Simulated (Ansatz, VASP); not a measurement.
**InGa2N3: VASP beside Ansatz**

The input INCAR:

```
SYSTEM = InGa2N3
PREC     = Accurate       ! precision mode
ENCUT    = 520            ! plane-wave cutoff, eV
EDIFF    = 1E-7           ! SCF threshold, eV
ISMEAR   = 0              ! smearing method
SIGMA    = 0.1            ! smearing width, eV
LREAL    = .FALSE.        ! projectors in reciprocal space
LASPH    = .TRUE.         ! aspherical terms in the spheres
NELM     = 150            ! most SCF steps
ALGO     = Normal         ! electronic algorithm
ISIF     = 2              ! what is computed and relaxed
LWAVE    = .FALSE.        ! write WAVECAR
LCHARG   = .FALSE.        ! write CHGCAR
ISPIN    = 2              ! spin polarisation
MAGMOM   = 0 0 0 1 1 1    ! initial moments
LORBIT   = 11             ! projections on sites
GGA      = PE             ! functional
NBANDS   = 40             ! bands
```

File KPOINTS:

```
regular mesh
0
G
  6 6 6
  0 0 0
```

File POSCAR:

```
InGa2N3
1.0
   -2.6384167400      2.6384167400      3.4359814800
    2.6384167400     -2.6384167400      3.4359814800
    2.6384167400      2.6384167400     -3.4359814800
In Ga N
1 2 3
Direct
    0.5000000000      0.5000000000      0.0000000000
    0.7500000000      0.2500000000      0.5000000000
    0.2500000000      0.7500000000      0.5000000000
    0.0000000000      0.0000000000      0.0000000000
    0.5000000000      0.0000000000      0.5000000000
    0.0000000000      0.5000000000      0.5000000000
```

Input for Ansatz:

```yaml
crystal:
  lattice:
    - [-2.63841674, 2.63841674, 3.43598148]
    - [2.63841674, -2.63841674, 3.43598148]
    - [2.63841674, 2.63841674, -3.43598148]
  atoms:
    - { symbol: In, position: [0.5, 0.5, 0.0] }
    - { symbol: Ga, position: [0.75, 0.25, 0.5] }
    - { symbol: Ga, position: [0.25, 0.75, 0.5] }
    - { symbol: "N", position: [0.0, 0.0, 0.0], spin: 1.0 }
    - { symbol: "N", position: [0.5, 0.0, 0.5], spin: 1.0 }
    - { symbol: "N", position: [0.0, 0.5, 0.5], spin: 1.0 }
basis:
  ecutwfc: 420
kpoints:
  mp_grid: { grid: [6, 6, 6] }
hamiltonian:
  xc: pbe
scf:
  occupations: { method: gaussian, width: 0.1 }
  lower_state_search: "off"
output:
  forces: true
  stress: true
  eigenvalues: true
  populations: true
magnetization:
  spin_polarized: true
```

Alike in both runs: task single point; functional PBE; k mesh 6 × 6 × 6; occupations gaussian, width 0.1 eV; collinear spin.

```csv
,VASP,Ansatz
version,VASP 6.6.1,Ansatz 0.2.0
potentials or method,"VASP PAW PBE potentials, release 64 (In_d, Ga_d, N), cutoff 520 eV","scalar-relativistic, plane waves, PAW"
valence electrons in the cell,54,54
```

```csv
,VASP,Ansatz,Ansatz less VASP
gap on the k mesh at the Fermi level (eV),none,none,-
pressure (GPa),8.5,8.9,+0.43
"traceless stress, the component that is largest in VASP (GPa)",3.52,4.22,+0.703
net moment per atom (μB),0.33,0.33,0.000
size of the moment on the site where the two differ most (μB),1.31,1.74,+0.426
```

Site moments also hang on the region over which each program counts them. A gap of «none» marks a metal or a gap that the smearing closes.
